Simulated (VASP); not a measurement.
Wanted: the native input for a VASP 6.6.1 run.

* Task: single point
* Functional: LDA
* Potentials or basis: VASP PAW LDA potentials, release 64 (Zn)
* Cutoff: 520 eV
* k mesh: 20 × 20 × 10
* Occupations: fermi-dirac, width 0.05 eV
* Spin: no spin polarisation
* Dipole correction: no
* Further INCAR settings: ALGO = Normal; EDIFF = 1e-07; NBANDS = 19

The structure of Zn lies in POSCAR:

```
Zn
1.0
    2.5615317467      0.0000000000      0.0000000000
   -1.2807658734      2.2183515653      0.0000000000
    0.0000000000      0.0000000000      4.4507602361
Zn
2
Direct
    0.3333333333      0.6666666667      0.2500000000
    0.6666666667      0.3333333333      0.7500000000
```

The input as run:

INCAR

```
  PREC = Accurate
  ENCUT = 520
  EDIFF = 1E-7
  ISMEAR = -1
  SIGMA = 0.05
  LREAL = False
  LASPH = True
  NELM = 60
  ALGO = Normal
  ISIF = 2
  LWAVE = False
  LCHARG = False
  NBANDS = 19
```

KPOINTS

```
regular mesh
0
Gamma
  20 20 10
```

Potentials or basis: VASP PAW LDA potentials, release 64 (Zn).

Launch:

```sh
$ cat potpaw_LDA.64/Zn/POTCAR > POTCAR
$ mpirun -np 1 vasp_std > vasp.out
```

It gave:

```
Pressure               : 7.9 GPa
Band gap on the k mesh : zero (band 12 reaches 6.19 eV, above the bottom of band 13 at 2.31 eV)
```

It took 38 s on 1 thread of Intel(R) Xeon(R) 6975P-C (Granite Rapids), with other jobs on the host, peak memory 0.2 GiB.
